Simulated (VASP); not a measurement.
Here is a VASP 6.6.1 calculation.

The input INCAR:

```
SYSTEM = CaSe
ALGO = Normal
EDIFF = 1E-8
ENCUT = 520
IBRION = 6
ISIF = 2
ISMEAR = 0
LASPH = .True.
LCHARG = .False.
LMIXTAU = .True.
LREAL = .False.
LWAVE = .False.
METAGGA = R2SCAN
NBANDS = 15
NELM = 60
NFREE = 2
NSW = 1
POTIM = 0.015
PREC = Accurate
SIGMA = 0.01
```

The input KPOINTS:

```
k-points
0
Gamma
  8 8 8
  0 0 0
```

Contents of POSCAR:

```
CaSe
1.0
    2.8289362532      2.8289362532      0.0000000000
   -2.8289362532      2.8289362532      0.0000000000
    0.0000000000      2.8289362532      2.8289362532
Ca Se
1 1
Direct
    0.0000000000      0.0000000000      0.0000000000
    0.5000000000      0.5000000000      0.0000000000
```

Potentials or basis: VASP PAW PBE potentials, release 64 (Ca_sv, Se).

Launch:

```console
$ cat potpaw_PBE.64/Ca_sv/POTCAR potpaw_PBE.64/Se/POTCAR > POTCAR
$ mpirun -np 1 vasp_std > vasp.out
```

Predict the highest phonon frequency at Γ, LO-TO splitting left out.

240 cm⁻¹.

Phonon frequencies in cm⁻¹ (negative: imaginary):
| q point | frequencies |
| --- | --- |
| (0.000, 0.000, 0.000) | 0 0 0 240 240 240 |

Caveat: the cell wasn't relaxed at this level first, which shifts response properties.
